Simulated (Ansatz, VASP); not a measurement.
Ga2O3: VASP beside Ansatz

INCAR

```
PREC = Accurate ; ENCUT = 520
EDIFF = 1E-6 ; ISMEAR = -1
SIGMA = 0.02 ; LREAL = False
LASPH = True ; NELM = 80
ALGO = Normal ; ISIF = 2
LWAVE = False ; LCHARG = False
GGA = PE ; NBANDS = 55
```

File KPOINTS:

```
regular mesh
0
Gamma
  6 6 6
```

Contents of POSCAR:

```
Ga2O3
1.0
    2.4174919517      1.3957396291      4.5832648112
   -2.4174919517      1.3957396291      4.5832648112
    0.0000000000     -2.7914792582      4.5832648112
Ga O
4 6
Direct
    0.8531904981      0.8531904981      0.8531904981
    0.3531904981      0.3531904981      0.3531904981
    0.1468095019      0.1468095019      0.1468095019
    0.6468095019      0.6468095019      0.6468095019
    0.4450812361      0.0549187639      0.7500000000
    0.0549187639      0.7500000000      0.4450812361
    0.5549187639      0.9450812361      0.2500000000
    0.2500000000      0.5549187639      0.9450812361
    0.9450812361      0.2500000000      0.5549187639
    0.7500000000      0.4450812361      0.0549187639
```

Input for Ansatz:

```yaml
crystal:
  lattice:
    - [2.4174919517, 1.3957396291, 4.5832648112]
    - [-2.4174919517, 1.3957396291, 4.5832648112]
    - [0.0, -2.7914792582, 4.5832648112]
  atoms:
    - { symbol: Ga, position: [0.8531904981, 0.8531904981, 0.8531904981] }
    - { symbol: Ga, position: [0.3531904981, 0.3531904981, 0.3531904981] }
    - { symbol: Ga, position: [0.1468095019, 0.1468095019, 0.1468095019] }
    - { symbol: Ga, position: [0.6468095019, 0.6468095019, 0.6468095019] }
    - { symbol: O, position: [0.4450812361, 0.0549187639, 0.75] }
    - { symbol: O, position: [0.0549187639, 0.75, 0.4450812361] }
    - { symbol: O, position: [0.5549187639, 0.9450812361, 0.25] }
    - { symbol: O, position: [0.25, 0.5549187639, 0.9450812361] }
    - { symbol: O, position: [0.9450812361, 0.25, 0.5549187639] }
    - { symbol: O, position: [0.75, 0.4450812361, 0.0549187639] }
kpoints:
  mp_grid: { grid: [6, 6, 6] }
  band_path:
    path:
      - [0.0, 0.0, 0.0]
      - [0.5, 0.5, 0.5]
      - [0.764580087, 0.235419913, 0.5]
      - [0.5, -0.235419913, 0.235419913]
      - [0.5, 0.0, 0.0]
      - [0.3677099565, -0.3677099565, 0.0]
      - [0.6322900435, 0.0, 0.3677099565]
      - [0.5, 0.0, 0.5]
      - [0.0, 0.145833, -0.145833]
    npoints: 1
hamiltonian:
  xc: pbe
scf:
  occupations: { method: fermi_dirac, width: 0.02 }
  n_extra_bands: 6
output:
  forces: true
  stress: true
  eigenvalues: true
```

Change from the starting cell: epitaxial_xy strain -3.0%.

Alike in both runs: task single point; functional PBE; k mesh 6 × 6 × 6; occupations fermi-dirac, width 0.02 eV; no spin polarisation.

|  | VASP | Ansatz |
| --- | --- | --- |
| version | VASP 6.6.1 | Ansatz 0.2.0 |
| potentials or method | VASP PAW PBE potentials, release 64 (Ga_d, O) | plane waves, PAW |
| plane-wave cutoff (eV) | 520 | 420 |
| valence electrons in the cell | 88 | 88 |

```tsv
	VASP	Ansatz	Ansatz less VASP
gap on the k mesh at the Fermi level (eV)	3.22	3.23	+0.005
pressure (GPa)	21.6	20.5	-1.14
traceless stress, the component that is largest in VASP (GPa)	-10.69	-10.69	-0.001
rms of the force components (eV/Å)	0.023	0.017	-0.0057
```

Atom by atom the forces differ by 0.010 eV/Å (rms over components).
